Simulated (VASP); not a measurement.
# ScAl2 in VASP: notebook, part 2 of 2

VASP 6.6.1.

### Step 6. Single point, PBE, collinear spin

This run uses another cell than the first one.

The input, INCAR:

```
ALGO = Normal
DIPOL = 0.5 0.5 0.283
EDIFF = 1E-7
ENCUT = 520
GGA = PE
IDIPOL = 3
ISIF = 2
ISMEAR = 0
ISPIN = 2
LASPH = True
LCHARG = False
LDIPOL = True
LMAXMIX = 4
LORBIT = 11
LREAL = False
LWAVE = False
MAGMOM = 1 0 0
NBANDS = 20
NELM = 150
PREC = Accurate
SIGMA = 0.1
```

The input, KPOINTS:

```
k-points
0
Gamma
  6 6 1
```

The input, POSCAR:

```
ScAl2
1.0
    3.1648337221      0.0000000000      0.0000000000
    0.0000000000      3.1648337221      0.0000000000
    0.0000000000      0.0000000000     30.0575156319
Sc Al
1 2
Direct
    0.0000000000      0.0000000000      0.2827911696
    0.5000000000      0.5000000000      0.2234121015
    0.5000000000      0.5000000000      0.3421702377
```

Potentials or basis: VASP PAW PBE potentials, release 64 (Sc_sv, Al).

Launch:

```console
> cat potpaw_PBE.64/Sc_sv/POTCAR potpaw_PBE.64/Al/POTCAR > POTCAR
> mpirun -np 1 vasp_std > vasp.out
```

OUTCAR:

```text
EDIFF = 1E-7
   ENCUT = 520
   GGA = PE
   ISIF = 2
   ISMEAR = 0
   ISPIN = 2
   LASPH = True
   LORBIT = 11
   LREAL = False
   NELM = 150
   PREC = Accurate

 ion  position               nearest neighbor table
   1  0.000  0.000  0.283-   2 2.86   3 2.86   2 2.86   3 2.86   2 2.86   3 2.86   2 2.86   3 2.86

   2  0.500  0.500  0.223-   1 2.86   1 2.86   1 2.86   1 2.86
   3  0.500  0.500  0.342-   1 2.86   1 2.86   1 2.86   1 2.86

  LATTYP: Found a simple tetragonal cell.
 ALAT       =     3.1648337221
 C/A-ratio  =     9.4973443382

  Lattice vectors:

 A1 = (   3.1648337221,   0.0000000000,   0.0000000000)
 A2 = (   0.0000000000,   3.1648337221,   0.0000000000)
 A3 = (   0.0000000000,   0.0000000000,  30.0575156319)

Analysis of symmetry for initial positions (statically):
=====================================================================
 Subroutine PRICEL returns:
 Original cell was already a primitive cell.

 Routine SETGRP: Setting up the symmetry group for a
 simple tetragonal supercell.

 Subroutine GETGRP returns: Found 16 space group operations
 (whereof  8 operations were pure point group operations)
 out of a pool of 16 trial point group operations.

The static configuration has the point symmetry C_4v.
 The point group associated with its full space group is D_4h.

Analysis of symmetry for dynamics (positions and initial velocities):
=====================================================================
 Subroutine PRICEL returns:
 Original cell was already a primitive cell.

 Routine SETGRP: Setting up the symmetry group for a
 simple tetragonal supercell.

 Subroutine GETGRP returns: Found 16 space group operations
 (whereof  8 operations were pure point group operations)
 out of a pool of 16 trial point group operations.

The dynamic configuration has the point symmetry C_4v.
 The point group associated with its full space group is D_4h.

[... 151 lines left out ...]
  energy without entropy =      -13.07859908  energy(sigma->0) =      -13.08267909

 E-fermi :  -1.6903     XC(G=0):  -2.5050

 val. band max:       -1.6994461458   @ k =   0.5000   0.5000   0.0000
 cond. band min:      -1.6666575704   @ k =   0.5000   0.5000   0.0000
 fundamental gap:      0.0327885754
 Fermi energy:        -1.6903092797

 spin component 1

 k-point     1 :       0.0000    0.0000    0.0000
  band No.  band energies     occupation
      1     -50.8004      1.00000
      2     -29.5336      1.00000
      3     -29.3101      1.00000
      4     -29.3101      1.00000
      5      -9.3776      1.00000
      6      -7.8500      1.00000
[... 206 lines left out ...]
      6      -3.2173      1.00000
[... 12 lines left out ...]
     19       3.5790      0.00000
     20       4.1069      0.00000
 Fermi energy:        -1.6903092797

 spin component 2

 k-point     1 :       0.0000    0.0000    0.0000
  band No.  band energies     occupation
      1     -50.6656      1.00000
      2     -29.4842      1.00000
      3     -29.1300      1.00000
      4     -29.1300      1.00000
      5      -9.3143      1.00000
      6      -7.8541      1.00000
[... 219 lines left out ...]
     19       3.7055      0.00000
     20       4.1780      0.00000

------------------------ aborting loop because EDIFF is reached ----------------------------------------

 vacuum level on the upper side and lower side of the slab       (xc-potential included)         0.001         0.001

  FORCE on cell =-STRESS in cart. coord.  units (eV):
  Direction    XX          YY          ZZ          XY          YZ          ZX
  --------------------------------------------------------------------------------------
  -------------------------------------------------------------------------------------
  Total       -0.0413016     -0.0413016     -0.0002358      0.0000000      0.0000000      0.0000000
  in kB       -0.2197975     -0.2197975     -0.0012548      0.0000000      0.0000000      0.0000000
  external PRESSURE =      -0.1469500 kB  Pullay stress =       0.0000000 kB

 VOLUME and BASIS-vectors are now :
 -----------------------------------------------------------------------------
  energy-cutoff  :      520.00
  volume of cell :      301.06
      direct lattice vectors                 reciprocal lattice vectors
     3.164833722  0.000000000  0.000000000     0.315972366  0.000000000  0.000000000
     0.000000000  3.164833722  0.000000000     0.000000000  0.315972366  0.000000000
     0.000000000  0.000000000 30.057515632     0.000000000  0.000000000  0.033269549

 POSITION                                       TOTAL-FORCE (eV/Angst)
 -----------------------------------------------------------------------------------
      0.00000      0.00000      8.50000         0.000000      0.000000      0.000000
      1.58242      1.58242      6.71521         0.000000     -0.000000     -0.003485
      1.58242      1.58242     10.28479         0.000000     -0.000000      0.003485
 -----------------------------------------------------------------------------------
    total drift:                                0.000000      0.000000     -0.000029

  FREE ENERGIE OF THE ION-ELECTRON SYSTEM (eV)
  ---------------------------------------------------
  free  energy   TOTEN  =       -13.0867590882 eV

  energy  without entropy=      -13.0785990830  energy(sigma->0) =      -13.08267909

 vacuum level on the upper side and lower side of the slab         1.836         1.836

 total charge

# of ion       s       p       d       tot
------------------------------------------
    1        2.240   6.158   1.163   9.561
    2        0.463   0.310   0.000   0.773
    3        0.463   0.310   0.000   0.773
--------------------------------------------------
tot          3.166   6.779   1.163  11.108

 magnetization (x)

# of ion       s       p       d       tot
------------------------------------------
    1        0.002   0.012   0.167   0.181
    2       -0.004  -0.002   0.000  -0.006
    3       -0.004  -0.002   0.000  -0.006
--------------------------------------------------
tot         -0.006   0.009   0.167   0.169
```

Run time: 4 min. Hardware: 1 thread of Intel Xeon Platinum 8259CL at 2.50GHz (Skylake/Cascade Lake), shared host; peak memory 0.47 GiB.

What came out:

```
Free energy                                           : -13.0868 eV
Largest force                                         : 0.003 eV/Å
Net moment                                            : 0.24 μB per cell
Site moments                                          : Sc +0.18; Al -0.01 μB
Valence electrons inside the program's atomic spheres : Sc 9.56; Al 0.77
```

Forces in eV/Å, atoms in the order of the input:
```
Sc   0.000  0.000  0.000
Al   0.000  0.000 -0.003
Al   0.000  0.000  0.003
```

### Step 7. The runs side by side

| spin | cell | k mesh | gap on the mesh (eV) | largest force (eV/Å) |
| --- | --- | --- | --- | --- |
| off | a = 3.351, b = 3.351, c = 28.552 Å, 3 atoms, atomic positions A | 4 × 4 × 1 | none | 0.04 |
| off | a = 4.387, b = 4.387, c = 17.000 Å, 3 atoms, atomic positions B | 4 × 4 × 1 | none | 0.65 |
| off | a = 3.165, b = 3.165, c = 30.058 Å, 3 atoms, atomic positions C | 6 × 6 × 1 | none | 0.01 |
| off | a = 3.351, b = 3.351, c = 28.552 Å, 3 atoms, atomic positions A | 6 × 6 × 1 | none | 0.35 |
| collinear | a = 3.165, b = 3.165, c = 30.058 Å, 3 atoms, atomic positions C | 6 × 6 × 1 | none | - |

Alike in all rows: task single point; level PBE; potentials or basis VASP PAW PBE potentials, release 64 (Sc_sv, Al); cutoff (eV) 520; smearing gaussian 0.1 eV.

Caveats: some runs use coarse meshes.

Absolute energies hang on the potentials; compare differences alone.
